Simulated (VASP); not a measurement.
**LaO4: single point with PBE**

Crystal: LaO4.

```
CELL_PARAMETERS angstrom
4.22668 0.00000 0.00000
-2.11334 3.66041 0.00000
0.00000 0.00000 3.84396
ATOMIC_POSITIONS crystal
La 0.00000 0.00000 0.50000
O 0.33333 0.66667 0.18162
O 0.33333 0.66667 0.81838
O 0.66667 0.33333 0.81838
O 0.66667 0.33333 0.18162
```

```
Program             : VASP 6.6.1
Task                : single point
Functional          : PBE
Potentials or basis : VASP PAW PBE potentials, release 64 (La, O)
Cutoff              : 520 eV
k mesh              : 12 × 12 × 10
Occupations         : gaussian, width 0.1 eV
Spin                : no spin polarisation
```

```yaml
Pressure: 0.4 GPa
Largest_force: 0.308 eV/Å
```

Forces on the atoms (eV/Å):
```
La   0.000  0.000  0.000
O    0.000  0.000  0.308
O    0.000  0.000 -0.308
O    0.000  0.000 -0.308
O    0.000  0.000  0.308
```

Stress tensor (GPa, compression positive):
```
-0.41  0.00  0.00
 0.00 -0.41  0.00
 0.00  0.00  2.00
```

Levels at points of the mesh, in eV from the Fermi level:
```
           k point  band 14  band 15  band 16  band 17  band 18  band 19  band 20  band 21  band 22  band 23
(0.00, 0.00, 0.00)    -4.00    -1.93    -1.93    -0.57    -0.57     0.82     2.31     2.31     2.49     2.63
(0.50, 0.00, 0.00)    -3.98    -2.59    -1.17    -0.28     0.28     1.24     2.19     2.21     2.54     2.55
(0.00, 0.00, 0.50)    -4.64    -3.43    -3.43     0.16     0.16     1.67     2.26     2.36     2.49     2.49
(0.50, 0.00, 0.50)    -3.62    -2.25    -2.19    -0.62    -0.41     2.10     2.18     2.42     2.51     2.52
```

Wall time 78 s on 1 thread of Intel(R) Xeon(R) 6975P-C (Granite Rapids), on a shared host, peak memory 0.3 GiB.

Caveat: spin-orbit coupling is left out, which moves the levels of the heavy elements; an odd number of electrons without spin polarisation forces a metal; a magnetic or distorted state may lie lower.
